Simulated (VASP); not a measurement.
A run of VASP 6.6.1 is set up as follows.

File INCAR:

```
SYSTEM = Hf2TiN3
  PREC = Accurate
  ENCUT = 520
  EDIFF = 1E-6
  ISMEAR = 0
  SIGMA = 0.1
  LREAL = .FALSE.
  LASPH = .TRUE.
  NELM = 60
  ALGO = Normal
  ISIF = 2
  LWAVE = .FALSE.
  LCHARG = .FALSE.
  GGA = PE
  NBANDS = 32
```

File KPOINTS:

```
Automatic mesh
0
G
  12 12 6
  0 0 0
```

Contents of POSCAR:

```
Hf2TiN3
1.0
    3.0291509829      0.0000000000      0.0000000000
   -1.5145754915      2.6233217031      0.0000000000
    0.0000000000      0.0000000000      7.3674067279
Hf Ti N
2 1 3
Direct
    0.3333333333      0.6666666667      0.6753893090
    0.6666666667      0.3333333333      0.3246106910
    0.0000000000      0.0000000000      0.0000000000
    0.6666666667      0.3333333333      0.8463893128
    0.0000000000      0.0000000000      0.5000000000
    0.3333333333      0.6666666667      0.1536106872
```

Potentials or basis: VASP PAW PBE potentials, release 64 (Hf_pv, Ti_sv, N).

The run is started by

```bash
$ cat potpaw_PBE.64/Hf_pv/POTCAR potpaw_PBE.64/Ti_sv/POTCAR potpaw_PBE.64/N/POTCAR > POTCAR
$ mpirun -np 1 vasp_std > vasp.out
```

**Question.** Estimate the largest force.

**Answer.** 0.146 eV/Å.

**Question.** What does it give for the pressure?

**Answer.** 41.7 GPa.

Forces on the atoms (eV/Å):
```
Hf   0.000  0.000 -0.001
Hf   0.000  0.000  0.001
Ti   0.000  0.000  0.000
N    0.000  0.000 -0.146
N    0.000  0.000  0.000
N    0.000  0.000  0.146
```
